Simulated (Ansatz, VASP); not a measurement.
# One calculation of MgO, two programs

```
CELL_PARAMETERS angstrom
0.00000 2.13750 2.13750
2.13750 0.00000 2.13750
2.13750 2.13750 0.00000
ATOMIC_POSITIONS crystal
Mg 0.00000 0.00000 0.00000
O 0.50000 0.50000 0.50000
```

Alike in both runs: task single point; functional r2SCAN; k mesh 9 × 9 × 9; no spin polarisation.

|  | VASP | Ansatz |
| --- | --- | --- |
| version | VASP 6.6.1 | Ansatz 0.2.0 |
| potentials or method | VASP PAW PBE potentials, release 64 (Mg, O), cutoff 660 eV | PAW, plane waves, scalar-relativistic |
| occupations | gaussian, width 0.01 eV | fixed |
| valence electrons in the cell | 8 | 16 |

```csv
,VASP,Ansatz,Ansatz less VASP
pressure (GPa),-8.9,-7.5,+1.39
```

VASP's potentials were made for PBE, not for r2SCAN. VASP's potentials hold 8 valence electrons a cell and Ansatz's 16, so a difference there can come from the potentials and not from the codes.
